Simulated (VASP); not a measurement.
Wanted: the native input for a VASP 6.6.1 run.

```
Task                   : single point
Functional             : LDA
Potentials or basis    : VASP PAW LDA potentials, release 64 (Zn, Se)
Cutoff                 : 520 eV
k mesh                 : 10 × 10 × 10
Occupations            : gaussian, width 0.05 eV
Spin                   : no spin polarisation
Dipole correction      : no
Further INCAR settings : ALGO = Normal; EDIFF = 1e-06; NBANDS = 16
```

The structure of ZnSe lies in POSCAR:

```
ZnSe
1.0
    0.0000000000      2.9353850098      2.5999867226
    2.5999867226      0.0000000000      2.5999867226
    2.5999867226      2.9353850098      0.0000000000
Zn Se
1 1
Direct
    0.0000000000      0.0000000000      0.0000000000
    0.7500000000      0.7500000000      0.7500000000
```

These files were run (other wordings do the same):

INCAR

```
PREC = Accurate
ENCUT = 520
EDIFF = 1E-6
ISMEAR = 0
SIGMA = 0.05
LREAL = F
LASPH = T
NELM = 100
ALGO = Normal
ISIF = 2
LWAVE = F
LCHARG = F
GGA = CA
NBANDS = 16
```

KPOINTS

```
Automatic mesh
0
Gamma
  10 10 10
```

Potentials or basis: VASP PAW LDA potentials, release 64 (Zn, Se).

Launch:

```sh
$ cat potpaw_LDA.64/Zn/POTCAR potpaw_LDA.64/Se/POTCAR > POTCAR
$ mpirun -np 1 vasp_std > vasp.out
```

It gave:

```
Pressure               : 7.3 GPa
Band gap on the k mesh : 1.39 eV
```

Caveat: the cell stands under pressure.

Run time: 94 s on 1 thread of Intel Xeon 8259CL, on a shared host, peak memory 0.19 GiB.
